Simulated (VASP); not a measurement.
**LiMg12 (a cell with a defect): single point with PBE**

LiMg12 (a cell with a defect):

```xyz
13
Lattice="6.4200 0.0000 0.0000 -4.8150 8.3398 0.0000 0.0000 0.0000 5.2130" Properties=species:S:1:pos:R:3 pbc="T T T"
Mg   -0.3451    0.1901   -0.2141
Mg   -0.1334    2.2424    2.9461
Mg   -1.6938    2.5440    0.4248
Mg   -1.7471    4.9318    2.0822
Mg   -3.2205    4.7179   -0.5980
Mg   -3.4121    7.2951    3.1913
Mg    3.2015   -0.1280   -0.0181
Mg    3.1280    2.0758    2.9918
Mg    1.4857    2.4610    0.3169
Mg    1.5349    4.6772    2.2494
Mg    0.1382    5.6614   -0.2649
Mg    0.0576    7.6142    2.4019
Li    2.6104    6.6801    6.0063
```

- Program: VASP 6.6.1
- Task: single point
- Functional: PBE
- Potentials or basis: VASP PAW PBE potentials, release 64 (Mg, Li_sv)
- Cutoff: 650 eV
- k mesh: 1 × 1 × 1
- Occupations: gaussian, width 0.1 eV
- Spin: no spin polarisation
- Dipole correction: no
- Further INCAR settings: ALGO = Normal; EDIFF = 1e-06; NBANDS = 26

```
Pressure               : 5.0 GPa
Largest force          : 0.123 eV/Å
Band gap on the k mesh : zero (an odd number of electrons rules out a gap without spin polarisation)
```

Forces on the atoms (eV/Å):
```
Mg  -0.017  0.039 -0.040
Mg  -0.006  0.027  0.013
Mg  -0.023 -0.012  0.074
Mg   0.012 -0.007  0.005
Mg   0.004 -0.032  0.016
Mg  -0.046 -0.114  0.006
Mg   0.015  0.009 -0.038
Mg  -0.007 -0.019  0.049
Mg   0.011 -0.011  0.044
Mg   0.057  0.046 -0.012
Mg   0.014 -0.001 -0.016
Mg   0.011  0.016  0.002
Li  -0.025  0.060 -0.105
```

Stress tensor (GPa, compression positive):
```
 8.63 -7.28  0.47
-7.28  0.17  0.43
 0.47  0.43  6.21
```

Levels at points of the mesh, in eV from the Fermi level:
```csv
k point,band 12,band 13,band 14,band 15,band 16,band 17
"(0.00, 0.00, 0.00)",-0.24,-0.11,-0.01,0.64,0.81,1.21
```

Wall time 57 s on 1 thread of Intel Xeon 8259CL, with other jobs on the host, peak memory 0.45 GiB.

Caveat: the k points lie up to 1.21 Å⁻¹ apart, too coarse for converged energies and pressures of a metal.
